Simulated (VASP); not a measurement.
# Ni2P2O: density of states with LDA

The system is Ni2P2O.

```xyz
5
Lattice="0.0000 3.4679 0.0000 3.4679 0.0000 0.0000 1.7340 1.7340 -5.6099" Properties=species:S:1:pos:R:3 pbc="T T T"
O     0.0000    0.0000    0.0000
P     1.7340    1.7340   -1.6044
P     3.4679    3.4679   -4.0055
Ni    1.7340    3.4679   -2.8049
Ni    3.4679    1.7340   -2.8049
```

```json
{
  "Program": "VASP 6.6.1",
  "Task": "density of states",
  "Functional": "LDA",
  "Potentials or basis": "VASP PAW LDA potentials, release 64 (O, P, Ni)",
  "Cutoff": "520 eV",
  "k mesh": "5 × 5 × 5",
  "Occupations": "gaussian, width 0.1546 eV",
  "Spin": "non-collinear spin, typed start, spin-orbit coupling",
  "Starting moments": "[[0.0, 0.0, 0.0], [0.0, 0.0, 0.0], [0.0, 0.0, 0.0], [0.566, 0.566, -1.833], [0.566, 0.566, -1.833]] μB",
  "Dipole correction": "no",
  "k mesh for the DOS": "8 × 8 × 8",
  "Occupations for the DOS": "tetrahedron",
  "Further INCAR settings": "ALGO = Normal; EDIFF = 1e-07"
}
```

* Net moment: 0.00 μB per cell
* Valence electrons inside the program's atomic spheres: O 4.66; P 2.45; Ni 9.89

Moments on the atoms (μB; x, y, z):
```
O   0.00 0.00 0.00
P   0.00 0.00 0.00
P   0.00 0.00 0.00
Ni  0.00 0.00 0.00
Ni  0.00 0.00 0.00
```

Run time: 43 min on 1 thread of AMD EPYC 7R43 64-Core Processor (Zen 3), on a shared host, peak memory 1 GiB.

Caveat: the k points lie up to 0.38 Å⁻¹ apart; the starting moments collapsed, and a magnetic state may lie lower.
